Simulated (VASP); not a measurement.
# C (P6_3/mmc) in VASP: notebook

C is run at these levels: BLYP; tasks: single point.

Program: VASP 6.6.1. These are calculated values, not measurements. Logs are shortened: lines on timing, memory, paths and dates and some standing lists are left out, and cuts for length are marked.

## 1. The cell of the first run

The structure is hexagonal, space group P6_3/mmc (No. 194). Conventional cell: a = 1.780 Å, b = 1.780 Å, c = 8.805 Å, α = 90.00°, β = 90.00°, γ = 120.00°. Within 2.4 Å of C (site symmetry -6m2) lie 6 C at 1.78 Å.

## 2. Single point, BLYP (volume scaled by 0.96)

File INCAR:

```
SYSTEM = C
PREC = Accurate
ENCUT = 520
EDIFF = 1E-6
ISMEAR = -1
SIGMA = 0.1
LREAL = .FALSE.
LASPH = .TRUE.
NELM = 80
ALGO = Normal
ISIF = 2
LWAVE = .FALSE.
LCHARG = .FALSE.
GGA = B5
ALDAX = 1.0
AGGAX = 1.0
AGGAC = 1.0
ALDAC = 0.0
NBANDS = 11
```

File KPOINTS:

```
Automatic mesh
0
G
  22 22 4
  0 0 0
```

File POSCAR:

```
C
1.0
    1.7799553904      0.0000000000      0.0000000000
   -0.8899776952      1.5414865857      0.0000000000
    0.0000000000      0.0000000000      8.8054721654
C
2
Direct
    0.3333333333      0.6666666667      0.2500000000
    0.6666666667      0.3333333333      0.7500000000
```

Potentials or basis: VASP PAW PBE potentials, release 64 (C).

Started as:

```
$ cat potpaw_PBE.64/C/POTCAR > POTCAR
$ mpirun -np 1 vasp_std > vasp.out
```

OUTCAR:

```text
SYSTEM = C
   PREC = Accurate
   ENCUT = 520
   EDIFF = 1E-6
   ISMEAR = -1
   LREAL = .FALSE.
   LASPH = .TRUE.
   NELM = 80
   ISIF = 2
   GGA = B5

 ion  position               nearest neighbor table
   1  0.333  0.667  0.250-
   2  0.667  0.333  0.750-

  LATTYP: Found a hexagonal cell.
 ALAT       =     1.7799553904
 C/A-ratio  =     4.9470184550

  Lattice vectors:

 A1 = (   1.7799553904,   0.0000000000,   0.0000000000)
 A2 = (  -0.8899776952,   1.5414865857,   0.0000000000)
 A3 = (   0.0000000000,   0.0000000000,   8.8054721654)

Analysis of symmetry for initial positions (statically):
=====================================================================
 Subroutine PRICEL returns:
 Original cell was already a primitive cell.

 Routine SETGRP: Setting up the symmetry group for a
 hexagonal supercell.

 Subroutine GETGRP returns: Found 24 space group operations
 (whereof 12 operations were pure point group operations)
 out of a pool of 24 trial point group operations.

The static configuration has the point symmetry D_3d.
 The point group associated with its full space group is D_6h.

Analysis of symmetry for dynamics (positions and initial velocities):
=====================================================================
 Subroutine PRICEL returns:
 Original cell was already a primitive cell.

 Routine SETGRP: Setting up the symmetry group for a
 hexagonal supercell.

 Subroutine GETGRP returns: Found 24 space group operations
 (whereof 12 operations were pure point group operations)
 out of a pool of 24 trial point group operations.

The dynamic configuration has the point symmetry D_3d.
 The point group associated with its full space group is D_6h.

 Subroutine INISYM returns: Found 24 space group operations
 (whereof 12 operations are pure point group operations),
 and found     1 'primitive' translations

----------------------------------------------------------------------------------------

                                     Primitive cell

  volume of cell :      24.1603

  direct lattice vectors                    reciprocal lattice vectors
     1.779955390  0.000000000  0.000000000     0.561811833  0.324362213  0.000000000
    -0.889977695  1.541486586  0.000000000     0.000000000  0.648724426  0.000000000
     0.000000000  0.000000000  8.805472165     0.000000000  0.000000000  0.113565744

  length of vectors
     1.779955390  1.779955390  8.805472165     0.648724426  0.648724426  0.113565744

  position of ions in fractional coordinates (direct lattice)
     0.333333333  0.666666667  0.250000000
     0.666666667  0.333333333  0.750000000

  ion indices of the primitive-cell ions
   primitive index   ion index
                 1           1
                 2           2

----------------------------------------------------------------------------------------

 KPOINTS: Automatic mesh

Automatic generation of k-mesh.
 Grid dimensions read from file:
 generate k-points for:   22   22    4

 Generating k-lattice:

  Cartesian coordinates                     Fractional coordinates (reciprocal lattice)
     0.025536901  0.014743737  0.000000000     0.045454545  0.000000000  0.000000000
     0.000000000  0.029487474  0.000000000     0.000000000  0.045454545  0.000000000
     0.000000000  0.000000000  0.028391436     0.000000000  0.000000000  0.250000000

  Length of vectors
     0.029487474  0.029487474  0.028391436

  Shift w.r.t. Gamma in fractional coordinates (k-lattice)
     0.000000000  0.000000000  0.000000000

 Subroutine IBZKPT returns following result:
 ===========================================

 Found    156 irreducible k-points:

 Following reciprocal coordinates:
            Coordinates               Weight
  0.000000  0.000000  0.000000      1.000000
  0.045455 -0.000000  0.000000      6.000000
  0.090909 -0.000000  0.000000      6.000000
  0.136364  0.000000  0.000000      6.000000
  0.181818  0.000000  0.000000      6.000000
  0.227273  0.000000  0.000000      6.000000
[... 16 lines left out ...]
  0.090909  0.090909  0.000000      6.000000
  0.136364  0.090909  0.000000     12.000000
 [... further k-points ...]
   k-points           NKPTS =    156   k-points in BZ     NKDIM =    156   number of bands    NBANDS=     11
   number of dos      NEDOS =    301   number of ions     NIONS =      2
   total plane-waves  NPLWV =  13720
   dimension x,y,z NGX =    14 NGY =   14 NGZ =   70
   dimension x,y,z NGXF=    28 NGYF=   28 NGZF=  140
   ions per type =               2
   NGX,Y,Z   is equivalent  to a cutoff of  13.08, 13.08, 13.22 a.u.
   NGXF,Y,Z  is equivalent  to a cutoff of  26.15, 26.15, 26.43 a.u.
 SYSTEM =  C
   PREC   = accura    normal or accurate (medium, high low for compatibility)
   ISTART =      0    job   : 0-new  1-cont  2-samecut
   ICHARG =      2    charge: 1-file 2-atom 10-const
   ISPIN  =      1    spin polarized calculation?
   LNONCOLLINEAR =      F non collinear calculations
   LSORBIT =      F    spin-orbit coupling
   LASPH  =      T    aspherical Exc in radial PAW
   ENCUT  =  520.0 eV  38.22 Ry    6.18 a.u.   3.31  3.31 16.37*2*pi/ulx,y,z
   NELM   =     80;   NELMIN=  2; NELMDL= -5     # of ELM steps
   EDIFF  = 0.1E-05   stopping-criterion for ELM
   LREAL  =      F    real-space projection
   EDIFFG = 0.1E-04   stopping-criterion for IOM
   NSW    =      0    number of steps for IOM
   IBRION =     -1    ionic relax: 0-MD 1-quasi-New 2-CG
   NFREE  =      0    steps in history (QN), initial steepest desc. (CG)
   ISIF   =      2    stress and relaxation
   ISYM   =      2    0-nonsym 1-usesym 2-fastsym
   POTIM  = 0.5000    time-step for ionic-motion
   TEBEG  =    0.0;   TEEND  =   0.0 temperature during run
   PSTRESS=    0.0 pullay stress
   NELECT =       8.0000    total number of electrons
   NUPDOWN=      -1.0000    fix difference up-down
   EMIN   =  10.00;   EMAX   =-10.00  energy-range for DOS
   EFERMI =   0.00;   METHOD = LEGACY
   ISMEAR =    -1;   SIGMA  =   0.10  broadening in eV -4-tet -1-fermi 0-gaus
   EFERMI_NEDOS =   21; number of points for ismear=-14 and -15
   IALGO  =     38    algorithm
   IMIX   =      4    mixing-type and parameters
     AMIX     =   0.40;   BMIX     =  1.00
     AMIX_MAG =   1.60;   BMIX_MAG =  1.00
  volume/ion in A,a.u.               =      12.08        81.52
  Fermi-wavevector in a.u.,A,eV,Ry     =   1.132585  2.140276 17.452871  1.282750
  Thomas-Fermi vector in A             =   2.269287
   LORBIT       =      0    0 simple, 1 ext, 2 COOP (PROOUT), +10 PAW based schemes
   GGA     = B5    functional components
   LHFCALC =     F    Hartree Fock is set to
   AEXX    =    0.0000 exact exchange contribution
   IVDW    =     0    specifies the selected vdW correction
   LEPSILON=     F    determine dielectric tensor
   LRPA    =     F    only Hartree local field effects (RPA)
 non-spin polarized calculation
  energy-cutoff  :      520.00
  volume of cell :       24.16
 maximum number of plane-waves:       675
 NGX is ok and might be reduce to    14
   NGX =  7   NGY =  7   NGZ = 33

 number of electron       8.0000001 magnetization

 Free energy of the ion-electron system (eV)
  ---------------------------------------------------
  ext. energy  EPLUGINS =         0.00000000
  ---------------------------------------------------
  free energy    TOTEN  =        -9.04515564 eV

  energy without entropy =       -9.01522999  energy(sigma->0) =       -9.03019282

 E-fermi :   3.0416     XC(G=0):  -8.3768

 val. band max:        2.9388215835   @ k =   0.2727   0.2273   0.0000
 cond. band min:       3.0551573749   @ k =   0.3636   0.0455   0.0000
 fundamental gap:      0.1163357914
 Fermi energy:         3.0415848256

 k-point     1 :       0.0000    0.0000    0.0000
  band No.  band energies     occupation
      1     -16.6921      2.00000
      2     -16.6672      2.00000
      3      -4.5706      2.00000
      4      -4.1625      2.00000
      5       6.0871      0.00000
      6       9.3656      0.00000
      7      12.6101      0.00000
      8      17.2970      0.00000
      9      17.2970      0.00000
     10      17.2981      0.00000
     11      17.2981      0.00000

 k-point     2 :       0.0455   -0.0000    0.0000
  band No.  band energies     occupation
      1     -16.5927      2.00000
      2     -16.5681      2.00000
      3      -4.4543      2.00000
      4      -4.0479      2.00000
      5       6.2080      0.00000
      6       9.4849      0.00000
      7      12.6883      0.00000
      8      16.9707      0.00000
      9      17.0400      0.00000
     10      17.1358      0.00000
     11      17.1370      0.00000

 k-point     3 :       0.0909   -0.0000    0.0000
  band No.  band energies     occupation
      1     -16.2951      2.00000
      2     -16.2709      2.00000
      3      -4.1065      2.00000
      4      -3.7052      2.00000
      5       6.5685      0.00000
      6       9.8413      0.00000
      7      12.8729      0.00000
      8      16.0286      0.00000
      9      16.3256      0.00000
     10      16.6814      0.00000
     11      16.6824      0.00000

 k-point     4 :       0.1364    0.0000    0.0000
  band No.  band energies     occupation
      1     -15.8001      2.00000
      2     -15.7767      2.00000
      3      -3.5307      2.00000
      4      -3.1383      2.00000
      5       7.1581      0.00000
      6      10.4311      0.00000
      7      12.8596      0.00000
      8      14.5781      0.00000
      9      15.5135      0.00000
     10      16.0143      0.00000
     11      16.0155      0.00000

 k-point     5 :       0.1818    0.0000    0.0000
  band No.  band energies     occupation
      1     -15.1094      2.00000
      2     -15.0872      2.00000
      3      -2.7336      2.00000
      4      -2.3543      2.00000
      5       7.9349      0.00000
      6      11.2462      0.00000
      7      11.8611      0.00000
      8      12.7711      0.00000
      9      15.2278      0.00000
     10      15.2295      0.00000
     11      15.4801      0.00000
[... 211 lines left out ...]
 k-point    21 :       0.4091    0.0455    0.0000
  band No.  band energies     occupation
      1      -8.1803      2.00000
      2      -8.1696      2.00000
      3      -0.2838      2.00000
      4      -0.2736      2.00000
      5       4.3557      0.00000
      6       4.5118      0.00000
      7      11.3516      0.00000
      8      11.3545      0.00000
      9      16.8917      0.00000
     10      17.7525      0.00000
     11      18.4314      0.00000

 k-point    22 :       0.4545    0.0455    0.0000
  band No.  band energies     occupation
      1      -6.9624      2.00000
      2      -6.9568      2.00000
      3      -1.8087      2.00000
      4      -1.7976      2.00000
      5       5.1979      0.00000
      6       5.2745      0.00000
      7      11.1807      0.00000
      8      11.1818      0.00000
      9      16.6270      0.00000
     10      17.3893      0.00000
     11      20.2479      0.00000

 k-point    23 :       0.0909    0.0909    0.0000
  band No.  band energies     occupation
      1     -15.5035      2.00000
      2     -15.4806      2.00000
      3      -3.1876      2.00000
      4      -2.8007      2.00000
      5       7.5058      0.00000
      6      10.7823      0.00000
      7      12.7496      0.00000
      8      14.1870      0.00000
      9      15.1476      0.00000
     10      15.1477      0.00000
     11      15.6005      0.00000

 k-point    24 :       0.1364    0.0909    0.0000
  band No.  band energies     occupation
      1     -14.8135      2.00000
      2     -14.7917      2.00000
      3      -2.3951      2.00000
      4      -2.0216      2.00000
      5       8.2633      0.00000
      6      11.5923      0.00000
      7      11.8072      0.00000
      8      12.7417      0.00000
      9      13.9687      0.00000
     10      14.0264      0.00000
     11      15.9123      0.00000

 [... further k-points ...]

------------------------ aborting loop because EDIFF is reached ----------------------------------------

  FORCE on cell =-STRESS in cart. coord.  units (eV):
  Direction    XX          YY          ZZ          XY          YZ          ZX
  --------------------------------------------------------------------------------------
  -------------------------------------------------------------------------------------
  Total        0.0579999      0.0579999      0.0470735     -0.0000000      0.0000000      0.0000000
  in kB        3.8462416      3.8462416      3.1216597     -0.0000000      0.0000000      0.0000000
  external PRESSURE =       3.6047143 kB  Pullay stress =       0.0000000 kB

 VOLUME and BASIS-vectors are now :
 -----------------------------------------------------------------------------
  energy-cutoff  :      520.00
  volume of cell :       24.16
      direct lattice vectors                 reciprocal lattice vectors
     1.779955390  0.000000000  0.000000000     0.561811833  0.324362213  0.000000000
    -0.889977695  1.541486586  0.000000000     0.000000000  0.648724426  0.000000000
     0.000000000  0.000000000  8.805472165     0.000000000  0.000000000  0.113565744

 POSITION                                       TOTAL-FORCE (eV/Angst)
 -----------------------------------------------------------------------------------
     -0.00000      1.02766      2.20137         0.000000      0.000000      0.000000
      0.88998      0.51383      6.60410        -0.000000      0.000000      0.000000
 -----------------------------------------------------------------------------------
    total drift:                               -0.000000      0.000000      0.000000

  FREE ENERGIE OF THE ION-ELECTRON SYSTEM (eV)
  ---------------------------------------------------
  free  energy   TOTEN  =        -9.0451556439 eV

  energy  without entropy=       -9.0152299941  energy(sigma->0) =       -9.03019282
```

It took 14 s on 1 thread of Intel Xeon 6975P-C (Granite Rapids), shared host; peak memory 0.15 GiB.

What came out:

```
Free energy            : -9.0452 eV
Pressure               : 0.4 GPa
Band gap on the k mesh : zero (band 4 reaches 3.61 eV, above the bottom of band 5 at 2.38 eV)
```

Caveat: the PAW data sets were made with another functional, which shifts forces and pressure a little; this functional lacks dispersion, which binds the layers, so the pressure and a relaxed spacing across them are unreliable.

## 3. Single point, BLYP (volume scaled by 1.04)

File INCAR:

```
PREC = Accurate
ENCUT = 520
EDIFF = 1E-6
ISMEAR = -1
SIGMA = 0.1
LREAL = False
LASPH = True
NELM = 100
ALGO = Normal
ISIF = 2
LWAVE = False
LCHARG = False
GGA = B5
ALDAX = 1.0
AGGAX = 1.0
AGGAC = 1.0
ALDAC = 0.0
NBANDS = 11
```

File KPOINTS:

```
regular mesh
0
Gamma
  22 22 4
```

File POSCAR:

```
C
1.0
    1.8280854280      0.0000000000      0.0000000000
   -0.9140427140      1.5831684209      0.0000000000
    0.0000000000      0.0000000000      9.0435723496
C
2
Direct
    0.3333333333      0.6666666667      0.2500000000
    0.6666666667      0.3333333333      0.7500000000
```

Potentials or basis: VASP PAW PBE potentials, release 64 (C).

Started as:

```
$ cat potpaw_PBE.64/C/POTCAR > POTCAR
$ mpirun -np 1 vasp_std > vasp.out
```

Run time: 14 s. Hardware: 1 thread of Intel Xeon 6975P-C (Granite Rapids), shared host; peak memory 0.15 GiB.

The run converged. Its results:

```
Free energy            : -9.0357 eV
Pressure               : -2.0 GPa
Band gap on the k mesh : zero (band 4 reaches 2.93 eV, above the bottom of band 5 at 1.03 eV)
```

Stress tensor (GPa, compression positive):
```
-3.17  0.00  0.00
 0.00 -3.17  0.00
 0.00  0.00  0.23
```

Levels at points of the mesh, in eV from the Fermi level:
```
           k point  band 1  band 2  band 3  band 4  band 5  band 6  band 7  band 8  band 9
(0.00, 0.00, 0.00)  -18.63  -18.61   -6.74   -6.38    3.53    6.57    9.66   13.32   13.32
(0.50, 0.00, 0.00)   -8.97   -8.96   -5.14   -5.13    2.32    2.37    8.10    8.10   13.44
(0.00, 0.00, 0.50)  -18.62  -18.62   -6.57   -6.57    4.64    4.64   12.67   12.67   13.32
(0.50, 0.00, 0.50)   -8.97   -8.97   -5.13   -5.13    2.34    2.34    8.10    8.10   13.70
```

Caveat: the PAW data sets were made with another functional, which shifts forces and pressure a little; this functional lacks dispersion, which binds the layers, so the pressure and a relaxed spacing across them are unreliable.

[end of part 1 of 2]
